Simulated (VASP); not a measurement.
Wanted: the native input for a VASP 6.6.1 run.

- Task: single point
- Functional: PBE
- Potentials or basis: VASP PAW PBE potentials, release 64 (Li_sv)
- Cutoff: 520 eV
- k mesh: 15 × 15 × 15
- Occupations: fermi-dirac, width 0.1 eV
- Spin: no spin polarisation
- Dipole correction: no
- Further INCAR settings: ALGO = Normal; EDIFF = 1e-07; NBANDS = 8

The structure of Li lies in POSCAR:

```
Li
1.0
    0.0000000000      2.1423755174      2.1423755174
    2.1423755174      0.0000000000      2.1423755174
    2.1423755174      2.1423755174      0.0000000000
Li
1
Direct
    0.0000000000      0.0000000000      0.0000000000
```

These files were run (other wordings do the same):

INCAR

```
PREC = Accurate ; ENCUT = 520
EDIFF = 1E-7 ; ISMEAR = -1
SIGMA = 0.1 ; LREAL = False
LASPH = True ; NELM = 80
ALGO = Normal ; ISIF = 2
LWAVE = False ; LCHARG = True
GGA = PE ; LELF = True
LVHAR = True ; NBANDS = 8
```

KPOINTS

```
regular mesh
0
Gamma
  15 15 15
```

Potentials or basis: VASP PAW PBE potentials, release 64 (Li_sv).

Command:

```console
$ cat potpaw_PBE.64/Li_sv/POTCAR > POTCAR
$ mpirun -np 1 vasp_std > vasp.out
```

Run time: 4.6 s on 1 thread of Intel(R) Xeon(R) 6975P-C (Granite Rapids), on a shared host, peak memory 0.13 GiB.
